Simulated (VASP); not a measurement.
Crystal: CdF2.

```
Cd F
1.0
     0.00000    2.58624    2.69400
     2.58624    0.00000    2.69400
     2.58624    2.58624    0.00000
Cd F
1 2
Direct
  0.00000 0.00000 0.00000
  0.75000 0.75000 0.75000
  0.25000 0.25000 0.25000
```

Base run:

- Program: VASP 6.6.1
- Functional: PBEsol
- Potentials or basis: VASP PAW PBE potentials, release 64 (Cd, F)
- Cutoff: 520 eV
- k mesh: 7 × 7 × 7
- Occupations: fermi-dirac, width 0.05 eV
- Spin: no spin polarisation

Its results: band gap on the k mesh 3.20 eV, indirect (least direct gap 3.46 eV); pressure 11.7 GPa.

**Question.** The run is repeated on the same cell with these changes: potentials or basis from VASP PAW PBE potentials, release 64 (Cd, F) to VASP PAW PBE potentials, release 64 (Cd_sv_GW, F); cutoff from 520 eV to 600 eV; further incar settings from ALGO = Normal; EDIFF = 1e-06; NBANDS = 20 to ALGO = Normal; EDIFF = 1e-06; NBANDS = 24; valence electrons from 26 to 34. What comes out?

**Answer.** Band gap on the k mesh 3.22 eV, indirect (least direct gap 3.48 eV); pressure 9.7 GPa.

Caveats: the PAW data sets were made with another functional, which shifts forces and pressure a little.

A k mesh can miss the band edges.
